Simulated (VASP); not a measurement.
Runs of VASP 6.6.1 on MgS. The structure is that of space group Fm-3m (No. 225), or close to it. The cells are those of the table. 

```csv
task,cell,gap on the mesh (eV),pressure (GPa)
electric field gradients,"a = 3.751 Å, angles 60.0°, 2 atoms",2.65,-3.2
electric field gradients,"a = 3.655 Å, angles 60.0°, 2 atoms",(b),2.5
single point,"a = 3.643, b = 3.643, c = 3.606 Å, angles 60.3, 60.3, 59.3°, 2 atoms",2.77,4.4
electric field gradients,"a = 3.625, b = 3.625, c = 3.569 Å, angles 60.5, 60.5, 59.0°, 2 atoms",2.77,6.4
single point,"a = 3.728 Å, angles 60.0°, 2 atoms",2.69,(a)
electric field gradients,"a = 3.704 Å, angles 60.0°, 2 atoms",2.73,-0.6
electric field gradients,"a = 3.643, b = 3.643, c = 3.606 Å, angles 60.3, 60.3, 59.3°, 2 atoms",2.77,4.4
single point,"a = 3.716, b = 3.716, c = 3.679 Å, angles 60.3, 60.3, 59.3°, 2 atoms",2.65,-0.6
```

Alike in all rows: level PBE; potentials or basis VASP PAW PBE potentials, release 64 (Mg, S); no spin polarisation; k mesh 8 × 8 × 8; cutoff (eV) 520; smearing fermi-dirac 0.01 eV.

**Question.** Estimate the missing entries.

**Answer.** (a) -2.0; (b) 2.82.

A k mesh can miss the band edges.
